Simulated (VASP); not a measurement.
Write the native input for VASP 6.6.1 that does the following.

```
Task                   : single point
Functional             : PBE
Dispersion             : D3(BJ)
Potentials or basis    : VASP PAW PBE potentials, release 64 (Al)
Cutoff                 : 520 eV
k mesh                 : 18 × 18 × 6
Occupations            : gaussian, width 0.15 eV
Spin                   : no spin polarisation
Dipole correction      : no
Further INCAR settings : ALGO = Normal; EDIFF = 1e-07; NBANDS = 14
```

The structure of Al lies in POSCAR:

```
Al
1.0
    2.8147782360      0.0000000000      0.0000000000
   -1.4073891180      2.4376694584      0.0000000000
    0.0000000000      0.0000000000      9.2417962341
Al
4
Direct
    0.0000000000      0.0000000000      0.0000000000
    0.3333333333      0.6666666667      0.2500000000
    0.0000000000      0.0000000000      0.5000000000
    0.6666666667      0.3333333333      0.7500000000
```

This isn't the form of Al at room conditions, which is fcc.

These files were run (other wordings do the same):

INCAR

```
SYSTEM = Al
ALGO = Normal
EDIFF = 1E-7
ENCUT = 520
GGA = PE
ISIF = 2
ISMEAR = 0
IVDW = 12
LASPH = .True.
LCHARG = .False.
LREAL = .False.
LWAVE = .False.
NBANDS = 14
NELM = 60
PREC = Accurate
SIGMA = 0.15
```

KPOINTS

```
k-points
0
Gamma
  18 18 6
  0 0 0
```

Potentials or basis: VASP PAW PBE potentials, release 64 (Al).

Run with:

```sh
$ cat potpaw_PBE.64/Al/POTCAR > POTCAR
$ mpirun -np 1 vasp_std > vasp.out
```

Results of the run:

```yaml
Pressure: 0.0 GPa
Band_gap_on_the_k_mesh: zero (bands 6 and 7 overlap by 5.51 eV)
Dispersion_energy_per_atom: -0.351 eV
```

It took 100 s on 1 thread of Intel Xeon 8259CL (shared host), peak memory 0.25 GiB.
